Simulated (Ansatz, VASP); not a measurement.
# Ca5Sb2S2: VASP beside Ansatz

```
Ca Sb S
1.0
     5.41969    0.00000    0.00000
    -2.70985    4.69359    0.00000
     0.00000    0.00000    8.74043
Ca Sb S
5 2 2
Direct
  0.33333 0.66667 0.20724
  0.33333 0.66667 0.79276
  0.66667 0.33333 0.79276
  0.66667 0.33333 0.20724
  0.00000 0.00000 0.00000
  0.33333 0.66667 0.50000
  0.66667 0.33333 0.50000
  0.33333 0.66667 0.00000
  0.66667 0.33333 0.00000
```

Alike in both runs: task single point; functional PBE; k mesh 6 × 6 × 2; occupations gaussian, width 0.1 eV; no spin polarisation.

```csv
,VASP,Ansatz
version,VASP 6.6.1,Ansatz 0.2.0
potentials or method,"VASP PAW PBE potentials, release 64 (Ca_sv, Sb, S), cutoff 520 eV","scalar-relativistic, plane waves, PAW"
valence electrons in the cell,72,92
```

```csv
,VASP,Ansatz,Ansatz less VASP
gap on the k mesh at the Fermi level (eV),none,none,-
rms of the force components (eV/Å),6.514,6.413,-0.1005
```

Atom by atom the forces differ by 0.101 eV/Å (rms over components). A gap of «none» marks a metal or a gap that the smearing closes. VASP's potentials hold 72 valence electrons a cell and Ansatz's 92, so a difference there can come from the potentials and not from the codes.

Spin-orbit coupling is off throughout.
